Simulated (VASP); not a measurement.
Crystal: SiNi.

```
CELL_PARAMETERS angstrom
3.02662 0.00000 0.00000
0.00000 3.27350 0.00000
0.00000 0.00000 4.69776
ATOMIC_POSITIONS crystal
Si 0.50000 0.50000 0.84230
Si 0.00000 0.00000 0.15770
Ni 0.50000 0.50000 0.34422
Ni 0.00000 0.00000 0.65578
```

Base run:

* Program: VASP 6.6.1
* Functional: PBE
* Potentials or basis: VASP PAW PBE potentials, release 64 (Si, Ni)
* Cutoff: 520 eV
* k mesh: 8 × 8 × 6
* Occupations: gaussian, width 0.1 eV
* Spin: no spin polarisation

Its results: pressure 1.2 GPa; largest force 0.165 eV/Å.

The run is repeated on the same cell with these changes: k mesh from 8 × 8 × 6 to 1 × 1 × 1. What comes out?

Pressure -5.6 GPa; largest force 0.881 eV/Å.

Caveats: some runs use coarse meshes.
